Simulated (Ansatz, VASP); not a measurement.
**EuS: VASP beside Ansatz**

```
Eu S
1.0
    -3.02434   -6.04869   -3.02434
    -3.02434    0.00000   -3.02434
     3.02434    0.00000   -3.02434
Eu S
2 2
Direct
  0.00000 0.00000 0.00000
  0.50000 0.00000 0.50000
  0.00000 0.50000 0.50000
  0.50000 0.50000 0.00000
```

Alike in both runs: task single point; functional PBEsol; k mesh 6 × 6 × 6; collinear spin; Hubbard terms Eu f U = 3.25 eV.

```csv
,VASP,Ansatz
version,VASP 6.6.1,Ansatz 0.2.0
potentials or method,"VASP PAW PBE potentials, release 64 (Eu, S), cutoff 600 eV",PAW plane waves
occupations,"fermi-dirac, width 0.1 eV",fermi-dirac
valence electrons in the cell,46,46
```

Ansatz gave:

* pressure (GPa): -4.7
* net moment per atom (μB): 0.00
* size of the moment on the site where the two differ most (μB): 6.84

**Question.** Which values does VASP return?

**Answer.** Pressure (GPa): -4.8; net moment per atom (μB): 0.00; size of the moment on the site where the two differ most (μB): 6.67.

VASP's potentials were made for PBE, not for PBEsol. Site moments also hang on the region over which each program counts them. The programs project onto different local orbitals, so the same U acts differently, and such runs can settle in different states. Ansatz's warnings: stability check not made.

Neither program's run includes spin-orbit coupling.
